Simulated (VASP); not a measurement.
## Ba2LuOsAu6: single point with PBE

Crystal: Ba2LuOsAu6.

```xyz
10
Lattice="0.0000 4.7422 4.7422 4.7422 0.0000 4.7422 4.7422 4.7422 0.0000" Properties=species:S:1:pos:R:3 pbc="T T T"
Lu    0.0000    0.0000    0.0000
Au    2.4953    4.7422    4.7422
Au    4.7422    2.4953    4.7422
Au    6.9891    4.7422    4.7422
Au    4.7422    6.9891    4.7422
Au    4.7422    4.7422    2.4953
Au    4.7422    4.7422    6.9891
Os    4.7422    4.7422    4.7422
Ba    2.3711    2.3711    2.3711
Ba    7.1133    7.1133    7.1133
```

* Program: VASP 6.6.1
* Task: single point
* Functional: PBE
* Potentials or basis: VASP PAW PBE potentials, release 64 (Lu, Au, Os, Ba_sv)
* Cutoff: 600 eV
* k mesh: 6 × 6 × 6
* Occupations: fermi-dirac, width 0.0614 eV
* Spin: no spin polarisation
* Dipole correction: no
* Further INCAR settings: ALGO = Normal; EDIFF = 1e-06; NBANDS = 70

```
Pressure               : 44.7 GPa
Largest force          : 5.202 eV/Å
Band gap on the k mesh : zero (an odd number of electrons rules out a gap without spin polarisation)
```

Forces in eV/Å, atoms in the order of the input:
```
Lu   0.000  0.000  0.000
Au  -5.202  0.000  0.000
Au   0.000 -5.202  0.000
Au   5.202  0.000  0.000
Au   0.000  5.202  0.000
Au   0.000  0.000 -5.202
Au   0.000  0.000  5.202
Os   0.000  0.000  0.000
Ba   0.000  0.000  0.000
Ba   0.000  0.000  0.000
```

Levels at points of the mesh, in eV from the Fermi level:
```csv
k point,band 56,band 57,band 58,band 59,band 60,band 61,band 62,band 63
"(0.00, 0.00, 0.00)",-2.34,-2.34,-2.09,-2.09,-0.69,-0.69,0.80,0.80
"(0.50, 0.00, 0.00)",-2.06,-1.57,-0.97,-0.97,0.72,0.72,0.89,0.92
"(0.50, 0.50, 0.00)",-2.07,-1.47,-0.49,-0.49,-0.45,0.15,0.39,0.39
```

Run time: 16 min on 1 thread of AMD EPYC 7R43 64-Core Processor (Zen 3), on a shared host, peak memory 0.54 GiB.

Caveat: the cell stands under pressure; spin-orbit coupling is left out, which moves the levels of the heavy elements; forces of over 1 eV/Å act on the atoms, so gaps and moduli don't describe the material at rest.
